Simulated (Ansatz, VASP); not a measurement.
Bi: VASP beside Ansatz

Contents of INCAR:

```
SYSTEM = Bi
  PREC = Accurate
  ENCUT = 600
  EDIFF = 1E-6
  ISMEAR = 0
  SIGMA = 0.1
  LREAL = .False.
  LASPH = .True.
  NELM = 80
  ALGO = Fast
  ISIF = 3
  LWAVE = .False.
  LCHARG = .False.
  GGA = PE
  IBRION = 2
  NSW = 90
  EDIFFG = -0.04
```

Contents of KPOINTS:

```
Automatic mesh
0
Gamma
  6 6 4
  0 0 0
```

File POSCAR:

```
Bi
1.0
    3.5875145600      0.0000000000      0.0000000000
   -1.7937572800      3.1068787400      0.0000000000
    0.0000000000      0.0000000000      6.7658814000
Bi
2
Direct
    0.0000000000      0.0000000000      0.7531790000
    0.0000000000      0.0000000000      0.2468210000
```

Input for Ansatz:

```yaml
crystal:
  lattice:
    - [3.58751456, 0.0, 0.0]
    - [-1.79375728, 3.10687874, 0.0]
    - [0.0, 0.0, 6.7658814]
  atoms:
    - { symbol: Bi, position: [0.0, 0.0, 0.753179] }
    - { symbol: Bi, position: [0.0, 0.0, 0.246821] }
basis:
  ecutwfc: 420
kpoints:
  mp_grid: { grid: [6, 6, 4] }
hamiltonian:
  xc: pbe
scf:
  occupations: { method: gaussian, width: 0.1 }
  lower_state_search: "off"
output:
  forces: true
  stress: true
  eigenvalues: true
relax:
  adjacent_minimum: "off"
  f_tol: 0.04
  max_steps: 70
  cell: { stress_tol: 0.4 }
```

Alike in both runs: task relaxation of cell and atoms; functional PBE; k mesh 6 × 6 × 4; occupations gaussian, width 0.1 eV; no spin polarisation.

|  | VASP | Ansatz |
| --- | --- | --- |
| version | VASP 6.6.1 | Ansatz 0.2.0 |
| potentials or method | VASP PAW PBE potentials, release 64 (Bi_d), cutoff 600 eV | scalar-relativistic, plane waves, PAW |
| valence electrons in the cell | 30 | 30 |

Ansatz gave:

| Item | Value |
| --- | --- |
| gap on the k mesh at the Fermi level, each at its own relaxed structure (eV) | none |
| relaxed volume (Å³/atom) | 33.75 |
| relaxed cell length with the largest relative difference (Å) | 6.549 |

Question: Which values does VASP return?

Answer: gap on the k mesh at the Fermi level, each at its own relaxed structure (eV): none; relaxed volume (Å³/atom): 33.68; relaxed cell length with the largest relative difference (Å): 6.537.

A gap of «none» marks a metal or a gap that the smearing closes.

Neither program's run includes spin-orbit coupling.
